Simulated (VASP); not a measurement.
# TiAl (Pm-3m) in VASP: notebook, part 2 of 2

VASP 6.6.1. The steps go on from the part before.

**3. Single point, RPBE+D3(BJ)**

This run uses another cell than the first one, of 12.90 Å³/atom, 0.803 times its volume.

INCAR

```
SYSTEM = TiAl
PREC = Accurate
ENCUT = 520
EDIFF = 1E-6
ISMEAR = -1
SIGMA = 0.05
LREAL = .False.
LASPH = .True.
NELM = 80
ALGO = Normal
ISIF = 2
LWAVE = .False.
LCHARG = .True.
GGA = RP
IVDW = 12
LELF = .True.
LVHAR = .True.
NBANDS = 14
```

KPOINTS

```
Automatic mesh
0
Gamma
  8 8 8
  0 0 0
```

POSCAR

```
TiAl
1.0
    2.9545616715      0.0000000000      0.0000000000
    0.0000000000      2.9545616715      0.0000000000
    0.0000000000      0.0000000000      2.9545616715
Ti Al
1 1
Direct
    0.0000000000      0.0000000000      0.0000000000
    0.5000000000      0.5000000000      0.5000000000
```

Potentials or basis: VASP PAW PBE potentials, release 64 (Ti_sv, Al).

On the command line:

```bash
$ cat potpaw_PBE.64/Ti_sv/POTCAR potpaw_PBE.64/Al/POTCAR > POTCAR
$ mpirun -np 1 vasp_std > vasp.out
```

OUTCAR:

```text
SYSTEM = TiAl
   PREC = Accurate
   ENCUT = 520
   EDIFF = 1E-6
   ISMEAR = -1
   LREAL = .False.
   LASPH = .True.
   NELM = 80
   ISIF = 2
   GGA = RP
   IVDW = 12
 IVDW          = 12

 ion  position               nearest neighbor table
   1  0.000  0.000  0.000-   2 2.56   2 2.56   2 2.56   2 2.56   2 2.56   2 2.56   2 2.56   2 2.56

   2  0.500  0.500  0.500-   1 2.56   1 2.56   1 2.56   1 2.56   1 2.56   1 2.56   1 2.56   1 2.56

  LATTYP: Found a simple cubic cell.
 ALAT       =     2.9545616715

  Lattice vectors:

 A1 = (   2.9545616715,   0.0000000000,   0.0000000000)
 A2 = (   0.0000000000,   2.9545616715,   0.0000000000)
 A3 = (   0.0000000000,   0.0000000000,   2.9545616715)

Analysis of symmetry for initial positions (statically):
=====================================================================
 Subroutine PRICEL returns:
 Original cell was already a primitive cell.

 Routine SETGRP: Setting up the symmetry group for a
 simple cubic supercell.

 Subroutine GETGRP returns: Found 48 space group operations
 (whereof 48 operations were pure point group operations)
 out of a pool of 48 trial point group operations.

The static configuration has the point symmetry O_h .

Analysis of symmetry for dynamics (positions and initial velocities):
=====================================================================
 Subroutine PRICEL returns:
 Original cell was already a primitive cell.

 Routine SETGRP: Setting up the symmetry group for a
 simple cubic supercell.

 Subroutine GETGRP returns: Found 48 space group operations
 (whereof 48 operations were pure point group operations)
 out of a pool of 48 trial point group operations.

The dynamic configuration has the point symmetry O_h .

 Subroutine INISYM returns: Found 48 space group operations
 (whereof 48 operations are pure point group operations),
 and found     1 'primitive' translations

----------------------------------------------------------------------------------------

                                     Primitive cell

  volume of cell :      25.7917

  direct lattice vectors                    reciprocal lattice vectors
     2.954561672  0.000000000  0.000000000     0.338459681  0.000000000  0.000000000
     0.000000000  2.954561672  0.000000000     0.000000000  0.338459681  0.000000000
     0.000000000  0.000000000  2.954561672     0.000000000  0.000000000  0.338459681

  length of vectors
     2.954561672  2.954561672  2.954561672     0.338459681  0.338459681  0.338459681

  position of ions in fractional coordinates (direct lattice)
     0.000000000  0.000000000  0.000000000
     0.500000000  0.500000000  0.500000000

  ion indices of the primitive-cell ions
   primitive index   ion index
                 1           1
                 2           2

----------------------------------------------------------------------------------------

 KPOINTS: Automatic mesh

Automatic generation of k-mesh.
 Grid dimensions read from file:
 generate k-points for:    8    8    8

 Generating k-lattice:

  Cartesian coordinates                     Fractional coordinates (reciprocal lattice)
     0.042307460  0.000000000  0.000000000     0.125000000  0.000000000  0.000000000
[... 42 lines left out ...]
   number of dos      NEDOS =    301   number of ions     NIONS =      2
   total plane-waves  NPLWV =  13824
   dimension x,y,z NGX =    24 NGY =   24 NGZ =   24
   dimension x,y,z NGXF=    48 NGYF=   48 NGZF=   48
   ions per type =               1   1
   NGX,Y,Z   is equivalent  to a cutoff of  13.50, 13.50, 13.50 a.u.
   NGXF,Y,Z  is equivalent  to a cutoff of  27.01, 27.01, 27.01 a.u.
 SYSTEM =  TiAl
   PREC   = accura    normal or accurate (medium, high low for compatibility)
   ISTART =      0    job   : 0-new  1-cont  2-samecut
   ICHARG =      2    charge: 1-file 2-atom 10-const
   ISPIN  =      1    spin polarized calculation?
   LNONCOLLINEAR =      F non collinear calculations
   LSORBIT =      F    spin-orbit coupling
   LASPH  =      T    aspherical Exc in radial PAW
   ENCUT  =  520.0 eV  38.22 Ry    6.18 a.u.   5.49  5.49  5.49*2*pi/ulx,y,z
   NELM   =     80;   NELMIN=  2; NELMDL= -5     # of ELM steps
   EDIFF  = 0.1E-05   stopping-criterion for ELM
   LREAL  =      F    real-space projection
   EDIFFG = 0.1E-04   stopping-criterion for IOM
   NSW    =      0    number of steps for IOM
   IBRION =     -1    ionic relax: 0-MD 1-quasi-New 2-CG
   NFREE  =      0    steps in history (QN), initial steepest desc. (CG)
   ISIF   =      2    stress and relaxation
   ISYM   =      2    0-nonsym 1-usesym 2-fastsym
   POTIM  = 0.5000    time-step for ionic-motion
   TEBEG  =    0.0;   TEEND  =   0.0 temperature during run
   PSTRESS=    0.0 pullay stress
   NELECT =      15.0000    total number of electrons
   NUPDOWN=      -1.0000    fix difference up-down
   EMIN   =  10.00;   EMAX   =-10.00  energy-range for DOS
   EFERMI =   0.00;   METHOD = LEGACY
   ISMEAR =    -1;   SIGMA  =   0.05  broadening in eV -4-tet -1-fermi 0-gaus
   EFERMI_NEDOS =   21; number of points for ismear=-14 and -15
   IALGO  =     38    algorithm
   IMIX   =      4    mixing-type and parameters
     AMIX     =   0.40;   BMIX     =  1.00
     AMIX_MAG =   1.60;   BMIX_MAG =  1.00
  volume/ion in A,a.u.               =      12.90        87.03
  Fermi-wavevector in a.u.,A,eV,Ry     =   1.366508  2.582326 25.406761  1.867344
  Thomas-Fermi vector in A             =   2.492642
   LORBIT       =      0    0 simple, 1 ext, 2 COOP (PROOUT), +10 PAW based schemes
   GGA     = RP    functional components
   LHFCALC =     F    Hartree Fock is set to
   AEXX    =    0.0000 exact exchange contribution
   IVDW    =    12    specifies the selected vdW correction
   LEPSILON=     F    determine dielectric tensor
   LRPA    =     F    only Hartree local field effects (RPA)
 non-spin polarized calculation
  energy-cutoff  :      520.00
  volume of cell :       25.79
 maximum number of plane-waves:       739
 NGX is ok and might be reduce to    24
   NGX = 11   NGY = 11   NGZ = 11

 number of electron      14.9999994 magnetization

 Free energy of the ion-electron system (eV)
  ---------------------------------------------------
  ext. energy  EPLUGINS =         0.00000000
  ---------------------------------------------------
  free energy    TOTEN  =       -10.66177179 eV

  energy without entropy =      -10.64625254  energy(sigma->0) =      -10.65401216

 E-fermi :  11.4142     XC(G=0): -11.9829

 val. band max:       11.3675818103   @ k =   0.2500   0.2500   0.2500
 cond. band min:      11.4637191131   @ k =   0.5000   0.3750   0.2500
 fundamental gap:      0.0961373028
 Fermi energy:        11.4142015620

 k-point     1 :       0.0000    0.0000    0.0000
  band No.  band energies     occupation
      1     -45.1664      2.00000
      2     -21.2649      2.00000
      3     -21.2649      2.00000
      4     -21.2649      2.00000
      5       1.1635      2.00000
      6       9.3528      2.00000
      7       9.3528      2.00000
      8      13.7772      0.00000
      9      13.7772      0.00000
     10      13.7772      0.00000
     11      17.0753      0.00000
     12      17.0753      0.00000
     13      17.0753      0.00000
     14      21.5103      0.00000
[... 377 lines left out ...]
      1     -45.0906      2.00000
      2     -21.5817      2.00000
      3     -21.5231      2.00000
      4     -21.2522      2.00000
      5       5.8228      2.00000
      6       8.1333      2.00000
      7       9.2068      2.00000
      8      10.7012      2.00000
      9      12.5653      0.00000
     10      12.5860      0.00000
     11      15.2009      0.00000
     12      18.0101      0.00000
     13      18.0333      0.00000
     14      20.5381      0.00000

 [... further k-points ...]

------------------------ aborting loop because EDIFF is reached ----------------------------------------

 Edisp (eV)   -6.92280

 E8    (eV) :    -4.7302

  FORCE on cell =-STRESS in cart. coord.  units (eV):
  Direction    XX          YY          ZZ          XY          YZ          ZX
  --------------------------------------------------------------------------------------
  -------------------------------------------------------------------------------------
  Total      -0.05229    -0.05229    -0.05229     0.00000    -0.00000     0.00000
  in kB      -3.24834    -3.24834    -3.24834     0.00000    -0.00000     0.00000
  external pressure =       -3.25 kB  Pullay stress =        0.00 kB

 VOLUME and BASIS-vectors are now :
 -----------------------------------------------------------------------------
  energy-cutoff  :      520.00
  volume of cell :       25.79
      direct lattice vectors                 reciprocal lattice vectors
     2.954561672  0.000000000  0.000000000     0.338459681  0.000000000  0.000000000
     0.000000000  2.954561672  0.000000000     0.000000000  0.338459681  0.000000000
     0.000000000  0.000000000  2.954561672     0.000000000  0.000000000  0.338459681

 POSITION                                       TOTAL-FORCE (eV/Angst)
 -----------------------------------------------------------------------------------
      0.00000      0.00000      0.00000         0.000000      0.000000      0.000000
      1.47728      1.47728      1.47728         0.000000      0.000000      0.000000
 -----------------------------------------------------------------------------------
    total drift:                                0.000000      0.000000      0.000000

  FREE ENERGIE OF THE ION-ELECTRON SYSTEM (eV)
  ---------------------------------------------------
  free  energy   TOTEN  =       -17.5845698257 eV

  energy  without entropy=      -17.5690505754  energy(sigma->0) =      -17.57681020
```

OSZICAR:

```text
N       E                     dE             d eps       ncg     rms          rms(c)
DAV:   1     0.104136650395E+03    0.10414E+03   -0.71065E+03   986   0.112E+03
DAV:   2    -0.663417124085E+01   -0.11077E+03   -0.10602E+03   998   0.307E+02
DAV:   3    -0.118135031996E+02   -0.51793E+01   -0.50818E+01  1460   0.660E+01
DAV:   4    -0.119500753281E+02   -0.13657E+00   -0.13619E+00  1074   0.933E+00
DAV:   5    -0.119550821628E+02   -0.50068E-02   -0.50062E-02  1406   0.169E+00    0.127E+01
DAV:   6    -0.106490368307E+02    0.13060E+01   -0.35899E+00  1104   0.281E+01    0.362E+00
DAV:   7    -0.106538507031E+02   -0.48139E-02   -0.16436E-01  1146   0.493E+00    0.241E+00
DAV:   8    -0.106612503425E+02   -0.73996E-02   -0.46946E-02  1374   0.183E+00    0.449E-01
DAV:   9    -0.106616541830E+02   -0.40384E-03   -0.38684E-03  1158   0.684E-01    0.191E-01
DAV:  10    -0.106617755329E+02   -0.12135E-03   -0.80333E-04  1064   0.364E-01    0.565E-02
DAV:  11    -0.106617700311E+02    0.55018E-05   -0.57528E-05  1136   0.895E-02    0.132E-02
DAV:  12    -0.106617720274E+02   -0.19963E-05   -0.79095E-06  1160   0.328E-02    0.965E-03
DAV:  13    -0.106617717891E+02    0.23827E-06   -0.11829E-06   868   0.158E-02
   1 F= -.17584570E+02 E0= -.17576810E+02  d E =-.155193E-01
```

stdout:

```text
POSCAR found type information on POSCAR TiAl
 POSCAR found :  2 types and       2 ions
 scaLAPACK will be used
 -----------------------------------------------------------------------------
|                                                                             |
|                                                                             |
|     You enforced a specific xc type in the INCAR file but a different       |
|     I HOPE YOU KNOW WHAT YOU ARE DOING!                                     |
|                                                                             |
 -----------------------------------------------------------------------------

 LDA part: xc-table for (Slater+PW92), standard interpolation
 POSCAR, INCAR and KPOINTS ok, starting setup
 FFT: planning ... GRIDC
 FFT: planning ... GRID_SOFT
 FFT: planning ... GRID
 WAVECAR not read
 entering main loop
```

Wall time 17 s (1 thread of AMD EPYC 7R43 (Zen 3), shared host); peak memory 0.12 GiB.

What came out:

```yaml
Free_energy: -17.5846 eV
Pressure: -0.3 GPa
Dispersion_energy_per_atom: -3.461 eV
```

Levels at points of the mesh, in eV from the Fermi level:
| k point | band 3 | band 4 | band 5 | band 6 | band 7 | band 8 | band 9 | band 10 | band 11 | band 12 |
| --- | --- | --- | --- | --- | --- | --- | --- | --- | --- | --- |
| (0.00, 0.00, 0.00) | -32.68 | -32.68 | -10.25 | -2.06 | -2.06 | 2.36 | 2.36 | 2.36 | 5.66 | 5.66 |
| (0.50, 0.00, 0.00) | -32.65 | -32.65 | -6.25 | -5.85 | -0.84 | 0.22 | 0.22 | 2.66 | 4.03 | 6.63 |
| (0.50, 0.50, 0.00) | -32.99 | -32.61 | -5.67 | -2.09 | -2.09 | -1.78 | 0.83 | 0.83 | 3.63 | 6.26 |
| (0.50, 0.50, 0.50) | -32.94 | -32.94 | -3.83 | -3.83 | -3.83 | 2.14 | 3.65 | 3.65 | 3.65 | 3.73 |

Caveat: the PAW data sets were made with another functional, which shifts forces and pressure a little; pairwise dispersion overbinds metals, which lowers pressure and volume.

**4. Single point, PBEsol+D3(BJ)**

This run uses another cell than the first one, of 15.09 Å³/atom, 0.939 times its volume.

INCAR

```
SYSTEM = TiAl
PREC = Accurate ; ENCUT = 520
EDIFF = 1E-6 ; ISMEAR = -1
SIGMA = 0.05 ; LREAL = .False.
LASPH = .True. ; NELM = 80
ALGO = Normal ; ISIF = 2
LWAVE = .False. ; LCHARG = .False.
GGA = PS ; IVDW = 12
NBANDS = 14
```

KPOINTS is that of step 3.

POSCAR

```
TiAl
1.0
    3.1132208559      0.0000000000      0.0000000000
    0.0000000000      3.1132208559      0.0000000000
    0.0000000000      0.0000000000      3.1132208559
Ti Al
1 1
Direct
    0.0000000000      0.0000000000      0.0000000000
    0.5000000000      0.5000000000      0.5000000000
```

On the command line:

```bash
$ cat potpaw_PBE.64/Ti_sv/POTCAR potpaw_PBE.64/Al/POTCAR > POTCAR
$ mpirun -np 1 vasp_std > vasp.out
```

It took 16 s on 1 thread of AMD EPYC 7R43 (Zen 3), shared host; peak memory 0.12 GiB.

It converged, with:

```
Free energy                : -13.9612 eV
Pressure                   : 0.0 GPa
Dispersion energy per atom : -0.505 eV
```

Levels at points of the mesh, in eV from the Fermi level:
```
           k point  band 3  band 4  band 5  band 6  band 7  band 8  band 9  band 10  band 11  band 12
(0.00, 0.00, 0.00)  -32.83  -32.83   -9.53   -1.58   -1.58    1.94    1.94     1.94     4.74     4.74
(0.50, 0.00, 0.00)  -32.81  -32.81   -6.08   -5.37   -0.61    0.16    0.16     2.17     3.29     6.60
(0.50, 0.50, 0.00)  -33.01  -32.79   -5.18   -2.09   -2.09   -1.55    0.73     0.73     3.00     5.11
(0.50, 0.50, 0.50)  -32.98  -32.98   -3.29   -3.29   -3.29    1.04    3.07     3.07     3.10     3.10
```

Caveat: the PAW data sets were made with another functional, which shifts forces and pressure a little; pairwise dispersion overbinds metals, which lowers pressure and volume.

**5. Summary**

```tsv
level	U	cell	smearing	gap on the mesh (eV)	pressure (GPa)
PBE+U	Ti d U = 6.2 eV	a = 3.179 Å, 2 atoms	methfessel-paxton 0.1 eV	none	8.1
RPBE+D3(BJ)	-	a = 2.955 Å, 2 atoms	fermi-dirac 0.05 eV	none	-0.3
PBEsol+D3(BJ)	-	a = 3.113 Å, 2 atoms	fermi-dirac 0.05 eV	none	0.0
```

Alike in all rows: task single point; potentials or basis VASP PAW PBE potentials, release 64 (Ti_sv, Al); no spin polarisation; k mesh 8 × 8 × 8; cutoff (eV) 520.

Caveats: the PAW data sets were made with another functional, which shifts forces and pressure a little (some runs); pairwise dispersion overbinds metals, which lowers pressure and volume (some runs); U without spin polarisation on a metal has little footing (some runs); the U is typed as a test and isn't derived for this compound (some runs).

Absolute energies hang on the potentials; compare differences alone.
